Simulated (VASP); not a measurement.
The system is TaN.

```
Ta N
1.0
     0.00000    2.17900    2.17900
     2.17900    0.00000    2.17900
     2.17900    2.17900    0.00000
Ta N
1 1
Direct
  0.50000 0.50000 0.50000
  0.00000 0.00000 0.00000
```

| Property | Result |
| --- | --- |
| Program | VASP 6.6.1 |
| Task | relaxation of cell and atoms |
| Functional | r2SCAN |
| Potentials or basis | VASP PAW PBE potentials, release 64 (Ta_sv_GW, N) |
| Cutoff | 660 eV |
| k mesh | 6 × 6 × 6 |
| Occupations | gaussian, width 0.1 eV |
| Spin | no spin polarisation |

At the start: pressure 10.3 GPa; volume 10.35 Å³/atom.

**Question.** How do energy, volume and symmetry change on relaxing?

**Answer.** Over 3 steps the energy falls by 9.0 meV/atom and the volume is 10.64 Å³/atom (+2.9 %); space group Fm-3m (No. 225, to 0.05 Å).

The path:
```tsv
step	energy change (eV)	largest force (eV/Å)	pressure (GPa)	volume (Å³)
1	0.0000	0.0000	10.33	20.69
2	0.0831	0.0000	-20.53	22.75
3	-0.0181	0.0000	-0.23	21.28
```

Final structure:
```
CELL_PARAMETERS angstrom
0.00000 2.19956 2.19956
2.19956 0.00000 2.19956
2.19956 2.19956 0.00000
ATOMIC_POSITIONS crystal
Ta 0.50000 0.50000 0.50000
N 0.00000 0.00000 0.00000
```

Caveat: the k points lie up to 0.41 Å⁻¹ apart in the final cell; the PAW data sets were made with another functional, which shifts forces and pressure a little.
